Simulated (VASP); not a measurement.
Set up this calculation in VASP 6.6.1, as the native input.

```yaml
Task: electric field gradients
Functional: PBEsol
Potentials_or_basis: VASP PAW PBE potentials, release 64 (Cd, I)
Cutoff: 400 eV
k_mesh: 8 × 8 × 5
Occupations: fermi-dirac, width 0.03 eV
Spin: no spin polarisation
Dipole_correction: no
Further_INCAR_settings: ALGO = Normal; EDIFF = 1e-08; NBANDS = 20
```

The structure of CdI2 lies in POSCAR:

```
CdI2
1.0
    4.3288791990      0.0000000000      0.0000000000
   -2.1644395994      3.7489193562      0.0000000000
    0.0000000000      0.0000000000      6.8590000000
Cd I
1 2
Direct
    0.0000000000      0.0000000000      0.0000000000
    0.3333333333      0.6666666667      0.2492000000
    0.6666666667      0.3333333333      0.7508000000
```

This cell differs from its parent crystal: equal xx and yy strain of +2 %.

One way to write it, as run:

INCAR

```
SYSTEM = CdI2
PREC = Accurate
ENCUT = 400
EDIFF = 1E-8
ISMEAR = -1
SIGMA = 0.03
LREAL = .False.
LASPH = .True.
NELM = 120
ALGO = Normal
ISIF = 2
LWAVE = .False.
LCHARG = .False.
GGA = PS
LEFG = .True.
NBANDS = 20
GGA_COMPAT = .False.
```

KPOINTS

```
regular mesh
0
Gamma
  8 8 5
  0 0 0
```

Potentials or basis: VASP PAW PBE potentials, release 64 (Cd, I).

Command:

```sh
$ cat potpaw_PBE.64/Cd/POTCAR potpaw_PBE.64/I/POTCAR > POTCAR
$ mpirun -np 1 vasp_std > vasp.out
```

It gave:

| Property | Result |
| --- | --- |
| Pressure | -1.7 GPa |
| Largest force | 0.232 eV/Å |
| Band gap on the k mesh | 2.22 eV (least direct gap 2.24 eV) |
| Largest electric field gradient by atom | Cd +4.7; I -74.6 V/Å² |

Caveat: the cell differs from its parent crystal (equal xx and yy strain of +2 %); without QUAD_EFG the Cq values of the log hold for a quadrupole moment of 1 mb, not for the nuclei; the PAW data sets were made with another functional, which shifts forces and pressure a little; spin-orbit coupling is left out, which moves the levels of the heavy elements; an odd mesh through Γ misses points on the zone boundary, where band edges can lie; this functional lacks dispersion, which binds the layers, so the pressure and a relaxed spacing across them are unreliable.

Run time: 37 s on 1 thread of AMD EPYC 9R14 (Zen 4), on a shared host, peak memory 0.18 GiB.
